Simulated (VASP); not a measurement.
The system is TiB2.

```xyz
3
Lattice="3.0292 0.0000 0.0000 -1.5146 2.6234 0.0000 0.0000 0.0000 3.2284" Properties=species:S:1:pos:R:3 pbc="T T T"
Ti    0.0000    0.0000    0.0000
B     1.5146    0.8745    1.6142
B     0.0000    1.7489    1.6142
```

* Program: VASP 6.6.1
* Task: relaxation of cell and atoms
* Functional: PBEsol
* Dispersion: D4
* Potentials or basis: VASP PAW PBE potentials, release 64 (Ti_sv, B)
* Cutoff: 600 eV
* k mesh: 10 × 10 × 8
* Occupations: fermi-dirac, width 0.05 eV
* Spin: no spin polarisation

At the start: pressure -9.0 GPa; volume 8.55 Å³/atom.

Problem. How do energy, volume and symmetry change on relaxing?

Solution. Over 4 steps the energy falls by 9.7 meV/atom and the volume is 8.24 Å³/atom (-3.6 %); space group P6/mmm (No. 191, to 0.1 Å) before and after.

Step by step:
```csv
step,energy change (eV),largest force (eV/Å),pressure (GPa),volume (Å³)
1,0.0000,0.0000,-8.96,25.66
2,-0.0042,0.0000,9.90,23.92
3,-0.0277,0.0000,0.28,24.73
4,-0.0292,0.0000,-0.02,24.73
```

Final structure:
```yaml
crystal:
  lattice:
    - [3.00540, 0.00000, 0.00000]
    - [-1.50270, 2.60275, 0.00000]
    - [0.00000, 0.00000, 3.16123]
  atoms:
    - { symbol: Ti, position: [0.00000, 0.00000, 0.00000] }
    - { symbol: B, position: [0.66667, 0.33333, 0.50000] }
    - { symbol: B, position: [0.33333, 0.66667, 0.50000] }
```

Caveat: the PAW data sets were made with another functional, which shifts forces and pressure a little.
